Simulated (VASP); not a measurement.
Wanted: the native input for a VASP 6.6.1 run.

* Task: single point
* Functional: LDA
* Potentials or basis: VASP PAW LDA potentials, release 64 (Ti_sv, B)
* Cutoff: 520 eV
* k mesh: 10 × 10 × 8
* Occupations: fermi-dirac, width 0.05 eV
* Spin: no spin polarisation
* Dipole correction: no
* Further INCAR settings: ALGO = Normal; EDIFF = 1e-06; NBANDS = 16

The structure of TiB2 lies in POSCAR:

```
TiB2
1.0
    3.0886111617      0.0000000000      0.0000000000
   -1.5443055808      2.6748157284      0.0000000000
    0.0000000000      0.0000000000      3.2917180359
Ti B
1 2
Direct
    0.0000000000      0.0000000000      0.0000000000
    0.6666666667      0.3333333333      0.5000000000
    0.3333333333      0.6666666667      0.5000000000
```

One way to write it, as run:

INCAR

```
  PREC = Accurate
  ENCUT = 520
  EDIFF = 1E-6
  ISMEAR = -1
  SIGMA = 0.05
  LREAL = F
  LASPH = T
  NELM = 60
  ALGO = Normal
  ISIF = 2
  LWAVE = F
  LCHARG = F
  GGA = CA
  NBANDS = 16
```

KPOINTS

```
Automatic mesh
0
Gamma
  10 10 8
```

Potentials or basis: VASP PAW LDA potentials, release 64 (Ti_sv, B).

Launch:

```sh
$ cat potpaw_LDA.64/Ti_sv/POTCAR potpaw_LDA.64/B/POTCAR > POTCAR
$ mpirun -np 1 vasp_std > vasp.out
```

Results of the run:

```json
{"Pressure": "-23.0 GPa", "Band gap on the k mesh": "zero (band 9 reaches 9.62 eV, above the bottom of band 10 at 9.11 eV)"}
```

It took 8.5 s on 1 thread of Intel(R) Xeon(R) 6975P-C (Granite Rapids), with other jobs on the host, peak memory 0.14 GiB.
